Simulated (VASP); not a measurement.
A run of VASP 6.6.1:

INCAR

```
SYSTEM = CsPbBr3
PREC = Accurate
ENCUT = 520
EDIFF = 1E-7
ISMEAR = 0
SIGMA = 0.05
LREAL = .False.
LASPH = .True.
NELM = 60
ALGO = Normal
ISIF = 2
LWAVE = .False.
LCHARG = .True.
GGA = PE
LELF = .True.
LVHAR = .True.
NBANDS = 30
```

The input KPOINTS:

```
Automatic mesh
0
Gamma
  6 6 6
  0 0 0
```

The input POSCAR:

```
CsPbBr3
1.0
    5.8700000000      0.0000000000      0.0000000000
    0.0000000000      6.2222000000      0.0000000000
    0.0000000000      0.0000000000      5.8700000000
Cs Pb Br
1 1 3
Direct
    0.0000000000      0.0000000000      0.0000000000
    0.5000000000      0.5000000000      0.5000000000
    0.0000000000      0.5000000000      0.5000000000
    0.5000000000      0.0000000000      0.5000000000
    0.5000000000      0.5000000000      0.0000000000
```

Potentials or basis: VASP PAW PBE potentials, release 64 (Cs_sv, Pb_d, Br).

Command:

```sh
$ cat potpaw_PBE.64/Cs_sv/POTCAR potpaw_PBE.64/Pb_d/POTCAR potpaw_PBE.64/Br/POTCAR > POTCAR
$ mpirun -np 1 vasp_std > vasp.out
```

Hardware: 1 thread of Intel(R) Xeon(R) Platinum 8375C CPU @ 2.90GHz (Ice Lake), on a shared host.

Question: Estimate the wall time of this run.

Answer: Run time: 3.1 min on 1 thread of Intel(R) Xeon(R) Platinum 8375C CPU @ 2.90GHz (Ice Lake), on a shared host, peak memory 0.48 GiB. Counts: scf iterations 15, k points 40.
